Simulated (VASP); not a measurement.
Write the native input for VASP 6.6.1 that does the following.

```
Task                   : single point
Functional             : PBE
Potentials or basis    : VASP PAW PBE potentials, release 64 (Nb_sv, As)
Cutoff                 : 520 eV
k mesh                 : 12 × 12 × 12
Occupations            : gaussian, width 0.05 eV
Spin                   : no spin polarisation
Dipole correction      : no
Further INCAR settings : ALGO = Normal; EDIFF = 1e-06; NBANDS = 16
```

The structure of NbAs lies in POSCAR:

```
NbAs
1.0
    0.0000000000      2.6552388334      2.6552388334
    2.6552388334      0.0000000000      2.6552388334
    2.6552388334      2.6552388334      0.0000000000
Nb As
1 1
Direct
    0.5000000000      0.5000000000      0.5000000000
    0.0000000000      0.0000000000      0.0000000000
```

This cell differs from its parent crystal: volume scaled by 1.020.

One way to write it, as run:

INCAR

```
SYSTEM = NbAs
PREC = Accurate ; ENCUT = 520
EDIFF = 1E-6 ; ISMEAR = 0
SIGMA = 0.05 ; LREAL = .False.
LASPH = .True. ; NELM = 60
ALGO = Normal ; ISIF = 2
LWAVE = .False. ; LCHARG = .False.
GGA = PE ; NBANDS = 16
```

KPOINTS

```
regular mesh
0
Gamma
  12 12 12
  0 0 0
```

Potentials or basis: VASP PAW PBE potentials, release 64 (Nb_sv, As).

Command:

```sh
$ cat potpaw_PBE.64/Nb_sv/POTCAR potpaw_PBE.64/As/POTCAR > POTCAR
$ mpirun -np 1 vasp_std > vasp.out
```

It gave:

- Pressure: -2.8 GPa
- Band gap on the k mesh: zero (band 9 reaches 10.01 eV, above the bottom of band 10 at 8.21 eV)

Wall time 18 s on 1 thread of Intel(R) Xeon(R) 6975P-C (Granite Rapids) (shared host), peak memory 0.18 GiB.
